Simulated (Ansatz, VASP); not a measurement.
# As: VASP beside Ansatz

```
As
1.0
     1.87975    1.08527    3.48577
    -1.87975    1.08527    3.48577
     0.00000   -2.17055    3.48577
As
2
Direct
  0.22754 0.22754 0.22754
  0.77246 0.77246 0.77246
```

Alike in both runs: task single point; functional PBE; k mesh 18 × 18 × 18; occupations gaussian, width 0.15 eV; no spin polarisation.

|  | VASP | Ansatz |
| --- | --- | --- |
| version | VASP 6.6.1 | Ansatz 0.2.0 |
| potentials or method | VASP PAW PBE potentials, release 64 (As), cutoff 520 eV | scalar-relativistic, plane waves, PAW |
| valence electrons in the cell | 10 | 30 |

```tsv
	VASP	Ansatz	Ansatz less VASP
gap on the k mesh at the Fermi level (eV)	none	none	-
pressure (GPa)	3.9	3.6	-0.32
traceless stress, the component that is largest in VASP (GPa)	-0.68	-0.59	+0.086
rms of the force components (eV/Å)	0.156	0.123	-0.0321
```

Atom by atom the forces differ by 0.032 eV/Å (rms over components). A gap of «none» marks a metal or a gap that the smearing closes. With one functional, cell and mesh, what is left measures potentials, basis and numerics. VASP's potentials hold 10 valence electrons a cell and Ansatz's 30, so a difference there can come from the potentials and not from the codes.
